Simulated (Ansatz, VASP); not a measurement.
## BaS in VASP and in Ansatz

The input INCAR:

```
SYSTEM = BaS
  PREC = Accurate
  ENCUT = 520
  EDIFF = 1E-8
  ISMEAR = -1
  SIGMA = 0.01
  LREAL = .False.
  LASPH = .True.
  NELM = 80
  ALGO = Normal
  ISIF = 2
  LWAVE = .False.
  LCHARG = .False.
  LEFG = .True.
  NBANDS = 15
```

The input KPOINTS:

```
regular mesh
0
Gamma
  7 7 7
  0 0 0
```

The input POSCAR:

```
BaS
1.0
    0.0000000000      3.1937500000      3.1298750000
    3.1937500000      0.0000000000      3.1298750000
    3.1937500000      3.1937500000      0.0000000000
Ba S
1 1
Direct
    0.0000000000      0.0000000000      0.0000000000
    0.5000000000      0.5000000000      0.5000000000
```

Input for Ansatz:

```yaml
crystal:
  lattice:
    - [0.0, 3.19375, 3.129875]
    - [3.19375, 0.0, 3.129875]
    - [3.19375, 3.19375, 0.0]
  atoms:
    - { symbol: Ba, position: [0.0, 0.0, 0.0] }
    - { symbol: S, position: [0.5, 0.5, 0.5] }
kpoints:
  mp_grid: { grid: [7, 7, 7] }
scf:
  occupations: { method: fermi_dirac, width: 0.01 }
hamiltonian:
  xc: lda
  pseudopotentials: { kind: all_electron, datasets: crystal }
output:
  forces: true
  stress: true
  eigenvalues: true
  efg: { contact_densities: true }
```

Change from the starting cell: zz strain of -2 %, crystal datasets.

Alike in both runs: task electric field gradients; functional LDA; k mesh 7 × 7 × 7; occupations fermi-dirac, width 0.01 eV; no spin polarisation.

|  | VASP | Ansatz |
| --- | --- | --- |
| version | VASP 6.6.1 | Ansatz 0.2.0 |
| potentials or method | VASP PAW LDA potentials, release 64 (Ba_sv, S), cutoff 520 eV | all-electron PAW with datasets made for the crystal, scalar-relativistic |

|  | VASP | Ansatz | Ansatz less VASP |
| --- | --- | --- | --- |
| gap on the k mesh at the Fermi level (eV) | 1.87 | 1.98 | +0.112 |
| pressure (GPa) | -0.9 | -1.6 | -0.69 |
| traceless stress, the component that is largest in VASP (GPa) | 1.26 | 1.14 | -0.120 |
| size of Vzz on the site where it differs most (V/Å²) | 29.1 | 27.4 | -1.67 |

LDA's correlation is that of Perdew and Zunger in VASP and of Perdew and Wang (1992) in Ansatz. Ansatz ran all-electron here, and VASP with PAW potentials.

Spin-orbit coupling is off throughout.
